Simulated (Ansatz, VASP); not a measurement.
**One calculation of SnSe, two programs**

File INCAR:

```
ALGO = Normal
EDIFF = 1E-6
ENCUT = 500
GGA = PE
GGA_COMPAT = False
ISIF = 2
ISMEAR = -1
LASPH = True
LCHARG = False
LREAL = False
LWAVE = False
NBANDS = 17
NELM = 120
PREC = Accurate
SIGMA = 0.01
```

The input KPOINTS:

```
k-points
0
Gamma
  7 7 7
```

The input POSCAR:

```
SnSe
1.0
    0.0000000000      2.9589731932      2.9589731932
    2.9589731932      0.0000000000      2.9589731932
    2.9589731932      2.9589731932      0.0000000000
Sn Se
1 1
Direct
    0.0000000000      0.0000000000      0.0000000000
    0.5000000000      0.5000000000      0.5000000000
```

Input for Ansatz:

```yaml
crystal:
  lattice:
    - [0.0, 2.9589731932, 2.9589731932]
    - [2.9589731932, 0.0, 2.9589731932]
    - [2.9589731932, 2.9589731932, 0.0]
  atoms:
    - { symbol: Sn, position: [0.0, 0.0, 0.0] }
    - { symbol: Se, position: [0.5, 0.5, 0.5] }
kpoints:
  mp_grid: { grid: [7, 7, 7] }
scf:
  occupations: { method: fermi_dirac, width: 0.01 }
hamiltonian:
  xc: pbe
  pseudopotentials: { kind: all_electron, lapw: { basis_error: 0.0005 } }
output:
  forces: true
  stress: true
  eigenvalues: true
```

Change from the starting cell: volume scaled by 0.95.

Alike in both runs: task single point; functional PBE; k mesh 7 × 7 × 7; occupations fermi-dirac, width 0.01 eV; no spin polarisation.

|  | VASP | Ansatz |
| --- | --- | --- |
| version | VASP 6.6.1 | Ansatz 0.2.0 |
| potentials or method | VASP PAW PBE potentials, release 64 (Sn_d, Se), cutoff 500 eV | all-electron LAPW, scalar-relativistic |

```tsv
	VASP	Ansatz	Ansatz less VASP
pressure (GPa)	4.0	4.0	0.00
```

Ansatz ran all-electron here, and VASP with PAW potentials.
